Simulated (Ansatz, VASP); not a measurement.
# WSe2: VASP beside Ansatz

The input POSCAR:

```
WSe2
1.0
    3.2646481581      0.0000000000      0.0000000000
   -1.6323240791      2.8272682393      0.0000000000
    0.0000000000      0.0000000000     16.6586762063
W Se
1 2
Direct
    0.0000000000      0.0000000000      0.0000000000
    0.3333333333      0.6666666667      0.0997031682
    0.3333333333      0.6666666667      0.9002968318
```

File INCAR.step1:

```
SYSTEM = WSe2
ALGO = Normal ; EDIFF = 1E-4
ENCUT = 520 ; GGA = PE
ISMEAR = 0 ; LASPH = .TRUE.
LCHARG = .FALSE. ; LREAL = .FALSE.
LWAVE = .TRUE. ; NBANDS = 20
NELM = 100 ; PREC = Accurate
SIGMA = 0.05
```

The input INCAR.step2:

```
SYSTEM = WSe2
ALGO = Normal ; EDIFF = 1E-7
ENCUT = 520 ; ISIF = 2
ISMEAR = 0 ; ISTART = 1
LASPH = .TRUE. ; LCHARG = .FALSE.
LMIXTAU = .TRUE. ; LREAL = .FALSE.
LWAVE = .FALSE. ; METAGGA = R2SCAN
NBANDS = 20 ; NELM = 100
PREC = Accurate ; SIGMA = 0.05
```

File KPOINTS:

```
k-points
0
G
  12 12 2
  0 0 0
```

Input for Ansatz:

```yaml
crystal:
  lattice:
    - [3.2646481581, 0.0, 0.0]
    - [-1.6323240791, 2.8272682393, 0.0]
    - [0.0, 0.0, 16.6586762063]
  atoms:
    - { symbol: W, position: [0.0, 0.0, 0.0] }
    - { symbol: Se, position: [0.3333333333, 0.6666666667, 0.0997031682] }
    - { symbol: Se, position: [0.3333333333, 0.6666666667, 0.9002968318] }
basis:
  ecutwfc: 500
kpoints:
  mp_grid: { grid: [12, 12, 2] }
hamiltonian:
  xc: r2scan
scf:
  occupations: { method: gaussian, width: 0.05 }
output:
  forces: true
  stress: true
  eigenvalues: true
  write_density: true
  write_potential: true
  elf: true
  volumetric_format: npy
```

Change from the starting cell: strain -0.015 along x and y, +0.000 along z, atoms carried along.

Alike in both runs: task single point; functional r2SCAN; k mesh 12 × 12 × 2; occupations gaussian, width 0.05 eV; no spin polarisation.

|  | VASP | Ansatz |
| --- | --- | --- |
| version | VASP 6.6.1 | Ansatz 0.2.0 |
| potentials or method | VASP PAW PBE potentials, release 64 (W_sv, Se), cutoff 520 eV | scalar-relativistic, plane waves, PAW |
| valence electrons in the cell | 26 | 46 |

```tsv
	VASP	Ansatz	Ansatz less VASP
gap on the k mesh at the Fermi level (eV)	1.81	1.81	+0.003
least direct gap on the mesh (eV)	1.81	1.81	+0.003
rms of the force components (eV/Å)	0.184	0.160	-0.0235
```

VASP's potentials were made for PBE, not for r2SCAN. Atom by atom the forces differ by 0.024 eV/Å (rms over components). VASP's potentials hold 26 valence electrons a cell and Ansatz's 46, so a difference there can come from the potentials and not from the codes. Ansatz's warnings: published levels not confirmed, xc potential rough in thin density.

Spin-orbit coupling is off throughout.
